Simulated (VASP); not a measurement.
# HfB26P27 (a cell with a defect) in VASP: single point with PBE

Aim: the single point of HfB26P27 (a cell with a defect) with PBE.

Everything below comes from runs of VASP 6.6.1. Logs are shortened: lines on timing, memory, paths and dates and some standing lists are left out, and cuts for length are marked.

### 1 The cell of the first run

The cell holds a defect, 54 atoms: a = 9.627 Å, b = 9.627 Å, c = 9.627 Å, α = 60.00°, β = 60.00°, γ = 60.00°.

### 2 Single point, PBE, collinear spin

INCAR

```
PREC = Accurate ; ENCUT = 520
EDIFF = 1E-6 ; ISMEAR = -1
SIGMA = 0.01 ; LREAL = Auto
LASPH = True ; NELM = 150
ALGO = Normal ; ISIF = 2
LWAVE = False ; LCHARG = False
ISPIN = 2 ; MAGMOM = 1 0 0 0 0 0 0 0 0 0 0 0 0 0 0 0 0 0 0 0 0 0 0 0 0 0 0 0 0 0 0 0 0 0 0 0 0 0 0 0 0 0 0 0 0 0 0 0 0 0 0 0 0 0
LORBIT = 11 ; LMAXMIX = 4
GGA = PE ; NBANDS = 148
LUSENCCL = False
```

KPOINTS

```
regular mesh
0
Gamma
  3 3 3
```

POSCAR

```
HfB26P27
1.0
    0.0000000000      6.8070000000      6.8070000000
    6.8070000000      0.0000000000      6.8070000000
    6.8070000000      6.8070000000      0.0000000000
Hf B P
1 26 27
Direct
    0.0262941293      0.0262941293     -0.0262941293
   -0.0041485936     -0.0041485936      0.3441287086
   -0.0041485936     -0.0041485936      0.6641684785
   -0.0032398009      0.3415605487      0.0002123412
   -0.0019653179      0.3327443165      0.3346105007
   -0.0032398009      0.3415605487      0.6614669111
   -0.0018206635      0.6647888452      0.0003805937
   -0.0018206635      0.6647888452      0.3366512246
   -0.0012604926      0.6656496108      0.6678054409
    0.3415605487     -0.0032398009      0.0002123412
    0.3327443165     -0.0019653179      0.3346105007
    0.3415605487     -0.0032398009      0.6614669111
    0.3326363086      0.3326363086      0.0005259416
    0.3326363086      0.3326363086      0.3342014413
    0.3325808389      0.3325808389      0.6674191611
    0.3353794718      0.6624908395      0.0010648443
    0.3324146330      0.6654782204      0.3346724596
    0.3324146330      0.6654782204      0.6674346869
    0.6647888452     -0.0018206635      0.0003805937
    0.6647888452     -0.0018206635      0.3366512246
    0.6656496108     -0.0012604926      0.6678054409
    0.6624908395      0.3353794718      0.0010648443
    0.6654782204      0.3324146330      0.3346724596
    0.6654782204      0.3324146330      0.6674346869
    0.6656909511      0.6656909511      0.0013670689
    0.6656690393      0.6656690393      0.3343309607
    0.6656909511      0.6656909511      0.6672510289
    0.1046310027      0.1046310027      0.1104383367
    0.0801442985      0.0801442985      0.4198557015
    0.1046310027      0.1046310027      0.6802996579
    0.0812449896      0.4201054427      0.0831853927
    0.0812449896      0.4201054427      0.4154641750
    0.0835658705      0.4153572874      0.7505384210
    0.0886866189      0.7256930605      0.0928101603
    0.0829403090      0.7479332200      0.4177419958
    0.0829403090      0.7479332200      0.7513844752
    0.4201054427      0.0812449896      0.0831853927
    0.4201054427      0.0812449896      0.4154641750
    0.4153572874      0.0835658705      0.7505384210
    0.4163468605      0.4163468605      0.0836531395
    0.4157861179      0.4157861179      0.4173640844
    0.4157861179      0.4157861179      0.7510636797
    0.4161463701      0.7477149847      0.0851891507
    0.4160099604      0.7488577465      0.4175661466
    0.4161463701      0.7477149847      0.7509494945
    0.7256930605      0.0886866189      0.0928101603
    0.7479332200      0.0829403090      0.4177419958
    0.7479332200      0.0829403090      0.7513844752
    0.7477149847      0.4161463701      0.0851891507
    0.7488577465      0.4160099604      0.4175661466
    0.7477149847      0.4161463701      0.7509494945
    0.7490425854      0.7490425854      0.0847423572
    0.7490425854      0.7490425854      0.4171724719
    0.7487593741      0.7487593741      0.7512406259
```

Potentials or basis: VASP PAW PBE potentials, release 64 (Hf_pv, B, P).

Command:

```bash
$ cat potpaw_PBE.64/Hf_pv/POTCAR potpaw_PBE.64/B/POTCAR potpaw_PBE.64/P/POTCAR > POTCAR
$ mpirun -np 1 vasp_std > vasp.out
```

OUTCAR:

```text
PREC = Accurate
   ENCUT = 520
   EDIFF = 1E-6
   ISMEAR = -1
   LREAL = Auto
   LASPH = True
   NELM = 150
   ISIF = 2
   ISPIN = 2
   LORBIT = 11
   GGA = PE

 ion  position               nearest neighbor table
   1  0.026  0.026  0.974-  30 2.33  28 2.33  34 2.38  46 2.38
   2  0.996  0.996  0.344-  28 1.91  29 1.92  35 1.95  47 1.95
   3  0.996  0.996  0.664-  30 1.91  29 1.92  36 1.95  48 1.95
   4  0.997  0.342  0.000-  28 1.93  31 1.93  49 1.96  33 1.96
   5  0.998  0.333  0.335-  50 1.96  32 1.98  31 1.98  29 1.99
   6  0.997  0.342  0.661-  30 1.93  32 1.93  51 1.96  33 1.96
[... 19 lines left out ...]
  26  0.666  0.666  0.334-  53 1.96  52 1.96  44 1.96  50 1.96
  27  0.666  0.666  0.667-  45 1.96  51 1.96  53 1.97  54 1.97
  28  0.105  0.105  0.110-   2 1.91   4 1.93  10 1.93   1 2.33  29 2.76  31 2.81  37 2.81
  29  0.080  0.080  0.420-   3 1.92   2 1.92   5 1.99  11 1.99  28 2.76  30 2.76
  30  0.105  0.105  0.680-   3 1.91   6 1.93  12 1.93   1 2.33  29 2.76  32 2.81  38 2.81
  31  0.081  0.420  0.083-   7 1.92   4 1.93  13 1.98   5 1.98  28 2.81
  32  0.081  0.420  0.415-   8 1.92   6 1.93  14 1.98   5 1.98  30 2.81
  33  0.084  0.415  0.751-  15 1.96   6 1.96   4 1.96   9 1.97
  34  0.089  0.726  0.093-   7 1.92   8 1.92  16 1.95   1 2.38
  35  0.083  0.748  0.418-   2 1.95   8 1.96  17 1.96   9 1.97
  36  0.083  0.748  0.751-   3 1.95   7 1.96  18 1.96   9 1.97
  37  0.420  0.081  0.083-  19 1.92  10 1.93  13 1.98  11 1.98  28 2.81
  38  0.420  0.081  0.415-  20 1.92  12 1.93  14 1.98  11 1.98  30 2.81
  39  0.415  0.084  0.751-  15 1.96  12 1.96  10 1.96  21 1.97
  40  0.416  0.416  0.084-  16 1.93  22 1.93  13 1.97  14 1.97
  41  0.416  0.416  0.417-  14 1.96  17 1.96  23 1.96  15 1.97
  42  0.416  0.416  0.751-  13 1.96  18 1.96  24 1.96  15 1.97
  43  0.416  0.748  0.085-  10 1.96  17 1.96  25 1.96  16 1.97
  44  0.416  0.749  0.418-  11 1.96  26 1.96  18 1.96  17 1.96
[... 8 lines left out ...]
  53  0.749  0.749  0.417-   8 1.96  20 1.96  26 1.96  27 1.97
  54  0.749  0.749  0.751-   9 1.96  21 1.96  25 1.97  27 1.97

  LATTYP: Found a face centered cubic cell.
 ALAT       =    13.6140000000

  Lattice vectors:

 A1 = (   0.0000000000,   6.8070000000,   6.8070000000)
 A2 = (   6.8070000000,   0.0000000000,   6.8070000000)
 A3 = (   6.8070000000,   6.8070000000,   0.0000000000)

Analysis of symmetry for initial positions (statically):
=====================================================================
 Subroutine PRICEL returns:
 Original cell was already a primitive cell.

 Routine SETGRP: Setting up the symmetry group for a
 face centered cubic supercell.

 Subroutine GETGRP returns: Found  4 space group operations
 (whereof  4 operations were pure point group operations)
 out of a pool of 48 trial point group operations.

The static configuration has the point symmetry C_2v.

Analysis of symmetry for dynamics (positions and initial velocities):
=====================================================================
 Subroutine PRICEL returns:
 Original cell was already a primitive cell.

 Routine SETGRP: Setting up the symmetry group for a
 face centered cubic supercell.
[... 259 lines left out ...]
 fundamental gap:      0.1718149040
 Fermi energy:         8.8078771921

 spin component 1

 k-point     1 :       0.0000    0.0000    0.0000
  band No.  band energies     occupation
      1     -22.3350      1.00000
      2     -22.3349      1.00000
      3     -22.2163      1.00000
      4      -7.9754      1.00000
      5      -6.2896      1.00000
      6      -6.2835      1.00000
[... 997 lines left out ...]
    122      10.5493      0.00000
    123      10.7281      0.00000
 Fermi energy:         8.8078771921

 spin component 2

 k-point     1 :       0.0000    0.0000    0.0000
  band No.  band energies     occupation
      1     -22.3349      1.00000
      2     -22.3349      1.00000
      3     -22.2163      1.00000
      4      -7.9754      1.00000
      5      -6.2896      1.00000
      6      -6.2835      1.00000
[... 997 lines left out ...]
    122      10.5493      0.00000
    123      10.7281      0.00000
 [bands above 123 left out]

------------------------ aborting loop because EDIFF is reached ----------------------------------------

  FORCE on cell =-STRESS in cart. coord.  units (eV):
  Direction    XX          YY          ZZ          XY          YZ          ZX
  --------------------------------------------------------------------------------------
  -------------------------------------------------------------------------------------
  Total       25.9513303     25.9513303     23.1260312      0.7604484      0.0000000      0.0000000
  in kB       65.9132856     65.9132856     58.7373625      1.9314484      0.0000000      0.0000000
  external PRESSURE =      63.5213112 kB  Pullay stress =       0.0000000 kB

 VOLUME and BASIS-vectors are now :
 -----------------------------------------------------------------------------
  energy-cutoff  :      520.00
  volume of cell :      630.81
      direct lattice vectors                 reciprocal lattice vectors
     0.000000000  6.807000000  6.807000000    -0.073453798  0.073453798  0.073453798
     6.807000000  0.000000000  6.807000000     0.073453798 -0.073453798  0.073453798
     6.807000000  6.807000000  0.000000000     0.073453798  0.073453798 -0.073453798

 POSITION                                       TOTAL-FORCE (eV/Angst)
 -----------------------------------------------------------------------------------
      6.80700      6.80700      0.35797         0.000000     -0.000000      0.024573
      9.12124      9.12124     13.55752        -0.011304     -0.011304     -0.004965
     11.29976     11.29976     13.55752         0.011304      0.011304     -0.004965
      2.32645      6.78639      9.10995        -0.006003     -0.010266     -0.017134
      4.54268      9.07132      9.05861        -0.000098      0.000098     -0.004950
      6.82761     11.28755      9.10995         0.010266      0.006003     -0.017134
[... 46 lines left out ...]
      7.93843      7.93843     10.19747         0.000511      0.000511     -0.000129
     10.21050     10.21050     10.19361         0.000000     -0.000000      0.007185
 -----------------------------------------------------------------------------------
    total drift:                               -0.000001     -0.000001      0.018093

  FREE ENERGIE OF THE ION-ELECTRON SYSTEM (eV)
  ---------------------------------------------------
  free  energy   TOTEN  =      -346.3464565271 eV

  energy  without entropy=     -346.3453310870  energy(sigma->0) =     -346.34589381

 total charge

# of ion       s       p       d       tot
------------------------------------------
    1        0.418   6.485   1.988   8.891
    2        0.683   1.314   0.000   1.997
    3        0.683   1.314   0.000   1.997
    4        0.675   1.290   0.000   1.964
    5        0.667   1.260   0.000   1.927
    6        0.675   1.290   0.000   1.964
[... 46 lines left out ...]
   53        0.993   1.576   0.000   2.569
   54        0.993   1.574   0.000   2.567
--------------------------------------------------
tot         44.810  82.709   1.988 129.507

 magnetization (x)

# of ion       s       p       d       tot
------------------------------------------
    1        0.000  -0.000   0.000   0.000
    2        0.000  -0.000   0.000  -0.000
    3        0.000  -0.000   0.000  -0.000
    4        0.000  -0.000   0.000  -0.000
    5        0.000  -0.000   0.000  -0.000
    6        0.000  -0.000   0.000  -0.000
[... 46 lines left out ...]
   53        0.000   0.000   0.000   0.000
   54       -0.000  -0.000   0.000  -0.000
--------------------------------------------------
tot          0.000   0.000   0.000   0.000
```

Run time: 3.8 min. Hardware: 1 × NVIDIA H100 80GB with 1 thread of Intel Xeon Platinum 8481C at 2.70GHz (Sapphire Rapids), shared host; peak memory 2.3 GiB.

Results:

```yaml
Free_energy: -346.3465 eV
Pressure: 6.4 GPa
Largest_force: 0.069 eV/Å
Net_moment: 0.00 μB per cell
Valence_electrons_inside_the_program's_atomic_spheres: Hf 8.89; B 2.00, 1.96, 1.93, 1.98, 1.94, 1.95 (each value once); P 2.69, 2.56, 2.57, 2.65 (each value once)
```

Forces on the atoms (eV/Å):
```
Hf   0.000  0.000  0.025
B   -0.011 -0.011 -0.005
B    0.011  0.011 -0.005
B   -0.006 -0.010 -0.017
B    0.000  0.000 -0.005
B    0.010  0.006 -0.017
B    0.003  0.001  0.008
B   -0.001 -0.003  0.008
B    0.001 -0.001 -0.003
B   -0.010 -0.006 -0.017
B    0.000  0.000 -0.005
B    0.006  0.010 -0.017
B   -0.003 -0.003 -0.001
B    0.003  0.003 -0.001
B    0.000  0.000  0.004
B   -0.003  0.003 -0.013
B    0.000  0.000 -0.001
B    0.000  0.000 -0.001
B    0.001  0.003  0.008
B   -0.003 -0.001  0.008
B   -0.001  0.001 -0.003
B    0.003 -0.003 -0.013
B    0.000  0.000 -0.001
B    0.000  0.000 -0.001
B   -0.002 -0.002 -0.007
B    0.000  0.000  0.005
B    0.002  0.002 -0.007
P    0.046  0.046  0.022
P    0.000  0.000  0.009
P   -0.046 -0.046  0.022
P   -0.005  0.013  0.000
P   -0.013  0.005  0.000
P   -0.002  0.002  0.005
P   -0.023  0.023 -0.025
P    0.002 -0.005  0.003
P    0.005 -0.002  0.003
P    0.013 -0.005  0.000
P    0.005 -0.013  0.000
P    0.002 -0.002  0.005
P    0.000  0.000  0.018
P   -0.003 -0.003  0.008
P    0.003  0.003  0.008
P   -0.002 -0.003  0.002
P   -0.002  0.002  0.002
P    0.003  0.002  0.002
P    0.023 -0.023 -0.025
P   -0.005  0.002  0.003
P   -0.002  0.005  0.003
P   -0.003 -0.002  0.002
P    0.002 -0.002  0.002
P    0.002  0.003  0.002
P   -0.001 -0.001  0.000
P    0.001  0.001  0.000
P    0.000  0.000  0.007
```

Stress tensor (GPa, compression positive):
```
6.59 0.19 0.00
0.19 6.59 0.00
0.00 0.00 5.87
```

Caveat: spin-orbit coupling is left out, which moves the levels of the heavy elements.
